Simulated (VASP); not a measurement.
Set up this calculation in VASP 6.6.1, as the native input.

* Task: relaxation of cell and atoms
* Functional: PBE
* Potentials or basis: VASP PAW PBE potentials, release 64 (Al, Si, N)
* Cutoff: 600 eV
* k mesh: 6 × 6 × 4
* Occupations: gaussian, width 0.1 eV
* Spin: no spin polarisation
* Dipole correction: no
* Further INCAR settings: ALGO = Normal; EDIFF = 1e-07; IBRION = 2; EDIFFG = -0.04; NSW = 90; ISIF = 3

The structure of AlSiN lies in POSCAR:

```
AlSiN
1.0
    3.2411889400      0.0000000000      0.0000000000
    0.0000000000      3.2411889400      0.0000000000
    0.0000000000      0.0000000000      7.4126625400
Al Si N
2 2 2
Direct
    0.0000000000      0.5000000000      0.8751037100
    0.5000000000      0.0000000000      0.1248962900
    0.5000000000      0.0000000000      0.6731803400
    0.0000000000      0.5000000000      0.3268196600
    0.0000000000      0.0000000000      0.0000000000
    0.5000000000      0.5000000000      0.0000000000
```

These files were run (other wordings do the same):

INCAR

```
SYSTEM = AlSiN
ALGO = Normal
EDIFF = 1E-7
EDIFFG = -0.04
ENCUT = 600
GGA = PE
GGA_COMPAT = .FALSE.
IBRION = 2
ISIF = 3
ISMEAR = 0
LASPH = .TRUE.
LCHARG = .FALSE.
LREAL = .FALSE.
LWAVE = .FALSE.
NELM = 120
NELMIN = 4
NSW = 90
PREC = Accurate
SIGMA = 0.1
```

KPOINTS

```
k-points
0
G
  6 6 4
  0 0 0
```

Potentials or basis: VASP PAW PBE potentials, release 64 (Al, Si, N).

Command:

```sh
$ cat potpaw_PBE.64/Al/POTCAR potpaw_PBE.64/Si/POTCAR potpaw_PBE.64/N/POTCAR > POTCAR
$ mpirun -np 1 vasp_std > vasp.out
```

Results of the run:

```
Relaxed volume                         : 17.16 Å³/atom
Relaxed cell                           : a = 3.732 Å, b = 3.732 Å, c = 7.392 Å, α = 90.00°, β = 90.00°, γ = 90.00°
Space group after relaxing (to 0.05 Å) : P4/mmm (No. 123)
Energy gained by relaxing              : 793.2 meV/atom
Ionic steps                            : 28
Pressure after relaxing                : 0.0 GPa
Largest force after relaxing           : 0.016 eV/Å
Band gap on the k mesh                 : zero (band 12 reaches 4.66 eV, above the bottom of band 13 at 3.79 eV)
```

Caveat: the volume moved by over 15 % at a fixed basis, so the end points are rough.

Wall time 7.6 min on 1 thread of Intel(R) Xeon(R) 6975P-C (Granite Rapids), with other jobs on the host, peak memory 0.23 GiB.
